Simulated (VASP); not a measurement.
**Si (a cell with a defect): single point with PBE**

The system is Si (a cell with a defect).

```
Si
1.0
     0.00000    5.43000    5.43000
     5.43000    0.00000    5.43000
     5.43000    5.43000    0.00000
Si
17
Direct
  0.14291 0.99354 0.94615
  0.03970 0.23424 0.16360
  0.92467 0.02472 0.51314
  0.74774 0.15406 0.91776
  0.79761 0.56260 0.04683
  0.08914 0.26338 0.59198
  0.98129 0.73477 0.33300
  0.03564 0.64524 0.67695
  0.45211 0.96121 0.08056
  0.61117 0.03450 0.28089
  0.39529 0.96580 0.61735
  0.55198 0.20353 0.56679
  0.50152 0.48599 0.15968
  0.69409 0.69523 0.32180
  0.42255 0.53110 0.61167
  0.58029 0.55534 0.78179
  0.21519 0.40076 0.17285
```

```
Program                : VASP 6.6.1
Task                   : single point
Functional             : PBE
Potentials or basis    : VASP PAW PBE potentials, release 64 (Si)
Cutoff                 : 520 eV
k mesh                 : 2 × 2 × 2
Occupations            : fermi-dirac, width 0.02 eV
Spin                   : no spin polarisation
Dipole correction      : no
Further INCAR settings : LREAL = Auto; ALGO = Normal; EDIFF = 1e-06; NBANDS = 48
```

The pressure is -0.8 GPa and the largest force is 2.098 eV/Å. The band gap on the k mesh is zero (bands 34 and 35 overlap by 0.02 eV).

Forces on the atoms (eV/Å):
```
Si   1.797  0.677 -0.847
Si  -1.923  0.243 -0.414
Si   0.861  0.081 -0.027
Si  -0.690 -0.872  1.088
Si   0.020  0.069  0.964
Si  -0.006 -1.319 -0.390
Si  -0.547  0.125  0.373
Si  -0.311 -0.346  0.374
Si   0.127 -0.170  0.469
Si   0.742 -0.799  1.733
Si   0.335  1.419 -0.495
Si  -0.503  0.061 -0.174
Si   0.343 -0.129 -1.311
Si  -1.306  0.120 -1.554
Si  -0.065 -0.806 -0.482
Si   0.318  0.558 -0.098
Si   0.808  1.088  0.792
```

Stress tensor (GPa, compression positive):
```
-0.75 -0.81 -0.46
-0.81 -1.33 -0.27
-0.46 -0.27 -0.39
```

Levels at points of the mesh, in eV from the Fermi level:
| k point | band 32 | band 33 | band 34 | band 35 | band 36 | band 37 |
| --- | --- | --- | --- | --- | --- | --- |
| (0.00, 0.00, 0.00) | -0.39 | -0.24 | -0.14 | 0.19 | 0.36 | 0.51 |
| (0.50, 0.00, 0.00) | -0.75 | -0.59 | -0.10 | 0.27 | 0.38 | 0.41 |
| (0.00, 0.50, 0.00) | -0.76 | -0.31 | 0.01 | 0.28 | 0.44 | 0.79 |
| (0.00, 0.00, 0.50) | -0.69 | -0.50 | -0.33 | 0.05 | 0.16 | 0.59 |
| (0.50, 0.50, 0.50) | -0.68 | -0.37 | -0.09 | 0.24 | 0.44 | 0.58 |
| (0.50, 0.50, 0.00) | -0.79 | -0.71 | -0.23 | 0.17 | 0.30 | 0.44 |
| (0.00, 0.50, 0.50) | -0.71 | -0.53 | -0.06 | 0.26 | 0.38 | 0.72 |
| (0.50, 0.00, 0.50) | -0.65 | -0.34 | -0.16 | -0.01 | 0.41 | 0.74 |

It took 4.4 min on 1 thread of Intel Xeon 8259CL, with other jobs on the host, peak memory 0.47 GiB.

Caveat: the k points lie up to 0.50 Å⁻¹ apart; the atoms stand as in a frame of molecular dynamics.
